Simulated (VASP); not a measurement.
Input of a VASP 6.6.1 run:

The input INCAR:

```
PREC = Accurate
ENCUT = 520
EDIFF = 1E-8
ISMEAR = -1
SIGMA = 0.05
LREAL = False
LASPH = True
NELM = 150
ALGO = Normal
ISIF = 2
LWAVE = False
LCHARG = False
ISPIN = 2
MAGMOM = 1
LORBIT = 11
LMAXMIX = 4
GGA = PS
NBANDS = 15
IBRION = 8
NSW = 1
```

File KPOINTS:

```
regular mesh
0
Gamma
  12 12 12
```

POSCAR

```
Ni
1.0
    0.0000000000      1.7375729330      1.7375729330
    1.7375729330      0.0000000000      1.7375729330
    1.7375729330      1.7375729330      0.0000000000
Ni
1
Direct
    0.0000000000      0.0000000000      0.0000000000
```

Potentials or basis: VASP PAW PBE potentials, release 64 (Ni).

Run with:

```bash
$ cat potpaw_PBE.64/Ni/POTCAR > POTCAR
$ mpirun -np 1 vasp_std > vasp.out
```

(1) What does it give for the site moments?

(2) What does it give for the net moment?

Answers

(1) Ni +0.65 μB.

(2) 0.64 μB per cell.
